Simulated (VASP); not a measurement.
A run of VASP 6.6.1:

POSCAR

```
HfN
1.0
    0.0000000000      2.2507733547      2.2507733547
    2.2507733547      0.0000000000      2.2507733547
    2.2507733547      2.2507733547      0.0000000000
Hf N
1 1
Direct
    0.0000000000      0.0000000000      0.0000000000
    0.5000000000      0.5000000000      0.5000000000
```

Contents of INCAR.step1:

```
SYSTEM = HfN
ALGO     = Normal         ! electronic algorithm
EDIFF    = 1E-5           ! SCF threshold, eV
ENCUT    = 660            ! plane-wave cutoff, eV
GGA      = PE             ! functional
GGA_COMPAT= .FALSE.      
ISMEAR   = 0              ! smearing method
LASPH    = .TRUE.         ! aspherical terms in the spheres
LCHARG   = .FALSE.        ! write CHGCAR
LREAL    = .FALSE.        ! projectors in reciprocal space
LWAVE    = .TRUE.         ! write WAVECAR
NBANDS   = 14             ! bands
NELM     = 120            ! most SCF steps
PREC     = Accurate       ! precision mode
SIGMA    = 0.1            ! smearing width, eV
```

Contents of INCAR.step2:

```
SYSTEM = HfN
ALGO     = Normal         ! electronic algorithm
EDIFF    = 1E-6           ! SCF threshold, eV
ENCUT    = 660            ! plane-wave cutoff, eV
GGA_COMPAT= .FALSE.      
ISIF     = 2              ! what is computed and relaxed
ISMEAR   = 0              ! smearing method
ISTART   = 1            
LASPH    = .TRUE.         ! aspherical terms in the spheres
LCHARG   = .TRUE.         ! write CHGCAR
LELF     = .TRUE.         ! ELF
LMIXTAU  = .TRUE.       
LREAL    = .FALSE.        ! projectors in reciprocal space
LVHAR    = .TRUE.       
LWAVE    = .FALSE.        ! write WAVECAR
METAGGA  = R2SCAN         ! meta-GGA
NBANDS   = 14             ! bands
NELM     = 120            ! most SCF steps
PREC     = Accurate       ! precision mode
SIGMA    = 0.1            ! smearing width, eV
```

The input KPOINTS:

```
k-points
0
G
  16 16 16
  0 0 0
```

Potentials or basis: VASP PAW PBE potentials, release 64 (Hf_pv, N).

Run with:

```console
$ cat potpaw_PBE.64/Hf_pv/POTCAR potpaw_PBE.64/N/POTCAR > POTCAR
$ cp INCAR.step1 INCAR
$ mpirun -np 1 vasp_std > vasp.out
$ cp INCAR.step2 INCAR
$ mpirun -np 1 vasp_std > vasp.out
```

Hardware: 1 thread of AMD EPYC 7R13, on a shared host.

Problem. How long does it take, and how much memory?

Solution. Run time: 11 min on 1 thread of AMD EPYC 7R13, with other jobs on the host, peak memory 0.19 GiB. Counts: k points 145.
